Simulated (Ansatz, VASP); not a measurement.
# Two plane-wave programs on GaAs

The input INCAR:

```
SYSTEM = GaAs
PREC = Accurate
ENCUT = 500
EDIFF = 1E-6
ISMEAR = 0
SIGMA = 0.01
LREAL = .FALSE.
LASPH = .TRUE.
NELM = 120
ALGO = Normal
ISIF = 2
LWAVE = .FALSE.
LCHARG = .FALSE.
GGA = PE
NBANDS = 46
GGA_COMPAT = .FALSE.
```

The input KPOINTS:

```
regular mesh
0
G
  6 6 10
  0 0 0
```

The input POSCAR:

```
GaAs
1.0
    7.0247667000      0.0000000000      0.0000000000
    0.0000000000      7.0247667000      0.0000000000
    0.0000000000      0.0000000000      4.0614289000
Ga As
4 4
Direct
    0.6759940000      0.6759940000      0.0000000000
    0.8240060000      0.1759940000      0.5000000000
    0.3240060000      0.3240060000      0.0000000000
    0.1759940000      0.8240060000      0.5000000000
    0.8182200000      0.8182200000      0.5000000000
    0.6817800000      0.3182200000      0.0000000000
    0.1817800000      0.1817800000      0.5000000000
    0.3182200000      0.6817800000      0.0000000000
```

Input for Ansatz:

```yaml
crystal:
  lattice:
    - [7.0247667, 0.0, 0.0]
    - [0.0, 7.0247667, 0.0]
    - [0.0, 0.0, 4.0614289]
  atoms:
    - { symbol: Ga, position: [0.675994, 0.675994, 0.0] }
    - { symbol: Ga, position: [0.824006, 0.175994, 0.5] }
    - { symbol: Ga, position: [0.324006, 0.324006, 0.0] }
    - { symbol: Ga, position: [0.175994, 0.824006, 0.5] }
    - { symbol: As, position: [0.81822, 0.81822, 0.5] }
    - { symbol: As, position: [0.68178, 0.31822, 0.0] }
    - { symbol: As, position: [0.18178, 0.18178, 0.5] }
    - { symbol: As, position: [0.31822, 0.68178, 0.0] }
basis:
  ecutwfc: 420
kpoints:
  mp_grid: { grid: [6, 6, 10] }
hamiltonian:
  xc: pbe
scf:
  occupations: { method: gaussian, width: 0.01 }
  algorithm: direct_min
output:
  forces: true
  eigenvalues: true
  stress: true
```

Alike in both runs: task single point; functional PBE; k mesh 6 × 6 × 10; occupations gaussian, width 0.01 eV; no spin polarisation.

|  | VASP | Ansatz |
| --- | --- | --- |
| version | VASP 6.6.1 | Ansatz 0.2.0 |
| potentials or method | VASP PAW PBE potentials, release 64 (Ga_d, As), cutoff 500 eV | scalar-relativistic, plane waves, PAW |
| valence electrons in the cell | 72 | 112 |

Ansatz gave:

```
gap on the k mesh at the Fermi level (eV) : 0.21
pressure (GPa)                            : 0.0
rms of the force components (eV/Å)        : 0.003
```

Problem. Estimate VASP's values.

Solution. gap on the k mesh at the Fermi level (eV): 0.21; pressure (GPa): 0.2; rms of the force components (eV/Å): 0.004.

Atom by atom the forces differ by 0.001 eV/Å (rms over components). VASP's potentials hold 72 valence electrons a cell and Ansatz's 112, so a difference there can come from the potentials and not from the codes.
